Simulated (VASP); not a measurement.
Write the native input for VASP 6.6.1 that does the following.

* Task: single point
* Functional: PBE
* Potentials or basis: VASP PAW PBE potentials, release 64 (Ti_sv)
* Cutoff: 520 eV
* k mesh: 24 × 24 × 14
* Occupations: gaussian, width 0.15 eV
* Spin: no spin polarisation
* Dipole correction: no
* Further INCAR settings: ALGO = Fast; EDIFF = 1e-06; NBANDS = 19

The structure of Ti lies in POSCAR:

```
Ti
1.0
    2.9090734807      0.0000000000      0.0000000000
   -1.4545367404      2.5702271223      0.0000000000
    0.0000000000      0.0000000000      4.6506340139
Ti
2
Direct
    0.3333333333      0.6666666667      0.2500000000
    0.6666666667      0.3333333333      0.7500000000
```

This cell differs from its parent crystal: strain -0.0100 x Voigt [1, -1, 0, 0, 0, 0].

These files were run (other wordings do the same):

INCAR

```
PREC = Accurate
ENCUT = 520
EDIFF = 1E-6
ISMEAR = 0
SIGMA = 0.15
LREAL = False
LASPH = True
NELM = 60
ALGO = Fast
ISIF = 2
LWAVE = False
LCHARG = False
GGA = PE
NBANDS = 19
```

KPOINTS

```
Automatic mesh
0
Gamma
  24 24 14
```

Potentials or basis: VASP PAW PBE potentials, release 64 (Ti_sv).

Run with:

```sh
$ cat potpaw_PBE.64/Ti_sv/POTCAR > POTCAR
$ mpirun -np 1 vasp_std > vasp.out
```

Results of the run:

```yaml
Pressure: -0.5 GPa
Largest_force: 0.054 eV/Å
Band_gap_on_the_k_mesh: zero (bands 12 and 13 overlap by 1.16 eV)
```

Caveat: the cell differs from its parent crystal (strain -0.0100 x Voigt [1, -1, 0, 0, 0, 0]).

Run time: 36 min on 1 thread of Oxide Virtual Turin-like Processor (shared host), peak memory 0.66 GiB.
